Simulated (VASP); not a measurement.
A run of VASP 6.6.1 is set up as follows.

File INCAR:

```
ALGO = Normal ; EDIFF = 1E-7
ENCUT = 520 ; GGA = PE
ISIF = 2 ; ISMEAR = 0
LASPH = True ; LCHARG = True
LELF = True ; LREAL = False
LVHAR = True ; LWAVE = False
NBANDS = 66 ; NELM = 60
PREC = Accurate ; SIGMA = 0.1409
```

KPOINTS

```
Automatic mesh
0
Gamma
  4 4 3
  0.5 0.5 0.5
```

POSCAR

```
Hg2RhN3
1.0
    6.6413357728     -0.0402416861     -0.7414911278
    2.9459907818      5.2207503435     -1.0420641329
    2.0972262870      0.1543449858      5.7106799652
Hg Rh N
4 2 6
Direct
    0.2187607909      0.2585779664      0.7836737614
    0.7812392091      0.7414220336      0.2163262386
   -0.0465330228      0.8474025133      0.7584816784
    1.0465330228      0.1525974867      0.2415183216
    0.3685695976      0.4994811768      0.2349533874
    0.6314304024      0.5005188232      0.7650466126
    0.0543804226      0.7586970167      0.3472902003
    0.9456195774      0.2413029833      0.6527097997
    0.4406090212      0.3560388444      0.9253792870
    0.5593909788      0.6439611556      0.0746207130
    0.4800158195      0.2697963100      0.4134502693
    0.5199841805      0.7302036900      0.5865497307
```

Potentials or basis: VASP PAW PBE potentials, release 64 (Hg, Rh_pv, N).

Launch:

```sh
$ cat potpaw_PBE.64/Hg/POTCAR potpaw_PBE.64/Rh_pv/POTCAR potpaw_PBE.64/N/POTCAR > POTCAR
$ mpirun -np 1 vasp_std > vasp.out
```

Task: Estimate the largest force.

Result: 0.111 eV/Å.

Task: Estimate the band gap on the k mesh.

Result: Zero (bands 54 and 55 overlap by 0.44 eV).

Task: What does it give for the pressure?

Result: 0.4 GPa.

Forces in eV/Å, atoms in the order of the input:
```
Hg  -0.002 -0.035 -0.007
Hg   0.002  0.035  0.007
Hg  -0.003 -0.007  0.020
Hg   0.003  0.007 -0.020
Rh  -0.033  0.085 -0.063
Rh   0.033 -0.085  0.063
N    0.090 -0.053  0.002
N   -0.090  0.053 -0.002
N    0.095  0.028  0.027
N   -0.095 -0.028 -0.027
N    0.032 -0.058  0.045
N   -0.032  0.058 -0.045
```

Caveat: spin-orbit coupling is left out, which moves the levels of the heavy elements.
